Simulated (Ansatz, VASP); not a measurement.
**Two plane-wave programs on SiNi**

INCAR

```
SYSTEM = SiNi
ALGO = Normal ; EDIFF = 1E-6
ENCUT = 520 ; ISIF = 2
ISMEAR = -1 ; ISPIN = 2
LASPH = .TRUE. ; LCHARG = .FALSE.
LMAXMIX = 4 ; LORBIT = 11
LREAL = .FALSE. ; LWAVE = .FALSE.
MAGMOM = 1 1 1 1 0 0 0 0 ; NBANDS = 42
NELM = 150 ; PREC = Accurate
SIGMA = 0.05
```

KPOINTS

```
k-points
0
G
  6 6 6
  0 0 0
```

POSCAR

```
SiNi
1.0
    4.5036940000      0.0000000000      0.0000000000
    0.0000000000      4.5036940000      0.0000000000
    0.0000000000      0.0000000000      4.5036940000
Ni Si
4 4
Direct
    0.1495040000      0.1495040000      0.1495040000
    0.6495040000      0.3504960000      0.8504960000
    0.8504960000      0.6495040000      0.3504960000
    0.3504960000      0.8504960000      0.6495040000
    0.8468300000      0.8468300000      0.8468300000
    0.3468300000      0.6531700000      0.1531700000
    0.1531700000      0.3468300000      0.6531700000
    0.6531700000      0.1531700000      0.3468300000
```

File input.yaml:

```yaml
crystal:
  lattice:
    - [4.503694, 0.0, 0.0]
    - [0.0, 4.503694, 0.0]
    - [0.0, 0.0, 4.503694]
  atoms:
    - { symbol: Ni, position: [0.149504, 0.149504, 0.149504], spin: 1.0 }
    - { symbol: Ni, position: [0.649504, 0.350496, 0.850496], spin: 1.0 }
    - { symbol: Ni, position: [0.850496, 0.649504, 0.350496], spin: 1.0 }
    - { symbol: Ni, position: [0.350496, 0.850496, 0.649504], spin: 1.0 }
    - { symbol: Si, position: [0.84683, 0.84683, 0.84683] }
    - { symbol: Si, position: [0.34683, 0.65317, 0.15317] }
    - { symbol: Si, position: [0.15317, 0.34683, 0.65317] }
    - { symbol: Si, position: [0.65317, 0.15317, 0.34683] }
hamiltonian:
  xc: lda
  pseudopotentials: { kind: paw }
magnetization:
  spin_polarized: true
kpoints:
  mp_grid: { grid: [6, 6, 6] }
  band_path:
    path:
      - [[0.0, 0.0, 0.0], [0.0, 0.5, 0.0], [0.5, 0.5, 0.0], [0.0, 0.0, 0.0], [0.5, 0.5, 0.5], [0.0, 0.5, 0.0]]
      - [[0.5, 0.5, 0.0], [0.5, 0.5, 0.5]]
    npoints: 10
scf:
  occupations: { method: fermi_dirac, width: 0.05 }
  n_extra_bands: 20
output:
  forces: true
  stress: true
  eigenvalues: true
  fatbands: true
```

Alike in both runs: functional LDA; k mesh 6 × 6 × 6; occupations fermi-dirac, width 0.05 eV; collinear spin.

```csv
,VASP,Ansatz
version,VASP 6.6.1,Ansatz 0.2.0
potentials or method,"VASP PAW LDA potentials, release 64 (Ni, Si)",Ansatz PAW
plane-wave cutoff (eV),520,420
valence electrons in the cell,56,88
task,single point,band structure
```

|  | VASP | Ansatz | Ansatz less VASP |
| --- | --- | --- | --- |
| gap on the k mesh at the Fermi level (eV) | none | none | - |
| pressure (GPa) | -9.1 | -9.4 | -0.31 |
| rms of the force components (eV/Å) | 0.032 | 0.032 | +0.0002 |
| net moment per atom (μB) | 0.00 | 0.00 | 0.000 |

LDA's correlation is that of Perdew and Zunger in VASP and of Perdew and Wang (1992) in Ansatz. Atom by atom the forces differ by 0.002 eV/Å (rms over components). A gap of «none» marks a metal or a gap that the smearing closes. VASP's potentials hold 56 valence electrons a cell and Ansatz's 88, so a difference there can come from the potentials and not from the codes.
